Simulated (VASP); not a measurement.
A run of VASP 6.6.1 is set up as follows.

Contents of INCAR:

```
  PREC = Accurate
  ENCUT = 520
  EDIFF = 1E-7
  ISMEAR = -1
  SIGMA = 0.05
  LREAL = Auto
  LASPH = True
  NELM = 80
  ALGO = Normal
  ISIF = 2
  LWAVE = False
  LCHARG = False
  GGA = PE
  NBANDS = 56
```

KPOINTS

```
Automatic mesh
0
Gamma
  2 2 1
```

POSCAR

```
BH3C18
1.0
    7.3980000000      0.0000000000      0.0000000000
   -3.6990000000      6.4068560000      0.0000000000
    0.0000000000      0.0000000000     12.0000000000
C B H
18 1 3
Direct
    0.0057260403      0.0051772471      0.0842235128
    0.2266059635      0.1110934980      0.0845879820
    0.0055250744      0.3376223389      0.0711020815
    0.2243233846      0.4496101231      0.0781549245
    0.0057497417      0.6681184106      0.0688242724
    0.2266065036      0.7807004920      0.0665464204
    0.3376512213      0.0036851037      0.0731822200
    0.5598691986      0.1157129467      0.0742390284
    0.3385126283      0.3382235809      0.1124321839
    0.5638598485      0.4502682471      0.0806351961
    0.3363399698      0.6686607809      0.0713622627
    0.5592857514      0.7817111646      0.0765758616
    0.6709433829      0.0033760394      0.0743573508
    0.8917198460      0.1160423816      0.0764260021
    0.6713156662      0.3379746226      0.0729481050
    0.8937848753      0.4481760436      0.0665246833
    0.6681714888      0.6671602864      0.0782340148
    0.8925642736      0.7784767041      0.0829481301
    0.9519148960      0.8832615395      0.2169231902
    1.3410782423      1.3432580574      0.2060953351
    1.0858219605      0.8646336816      0.2612510589
    0.8209452726      0.9007796598      0.2655094633
```

Potentials or basis: VASP PAW PBE potentials, release 64 (C, B, H).

The run is started by

```bash
$ cat potpaw_PBE.64/C/POTCAR potpaw_PBE.64/B/POTCAR potpaw_PBE.64/H/POTCAR > POTCAR
$ mpirun -np 1 vasp_std > vasp.out
```

Problem. Estimate the band gap on the k mesh.

Solution. Zero (bands 39 and 40 overlap by 0.07 eV).

Problem. What does it give for the largest force?

Solution. 0.023 eV/Å.

Forces on the atoms (eV/Å):
```
C   -0.019  0.007 -0.001
C    0.002  0.010  0.003
C   -0.005  0.008  0.000
C    0.009 -0.001 -0.007
C   -0.007  0.000 -0.001
C    0.006  0.004 -0.003
C    0.013  0.001 -0.004
C    0.006 -0.005 -0.003
C    0.000  0.000  0.010
C   -0.015  0.009 -0.003
C    0.003  0.007 -0.005
C    0.003  0.008  0.006
C   -0.006 -0.018 -0.003
C    0.004 -0.002 -0.004
C    0.004  0.002 -0.003
C    0.001 -0.010 -0.005
C   -0.004 -0.007 -0.010
C    0.003 -0.010 -0.015
B   -0.001 -0.021  0.008
H    0.001 -0.002  0.021
H    0.017  0.011  0.009
H   -0.016  0.011  0.011
```

Caveat: the k points lie up to 0.49 Å⁻¹ apart.
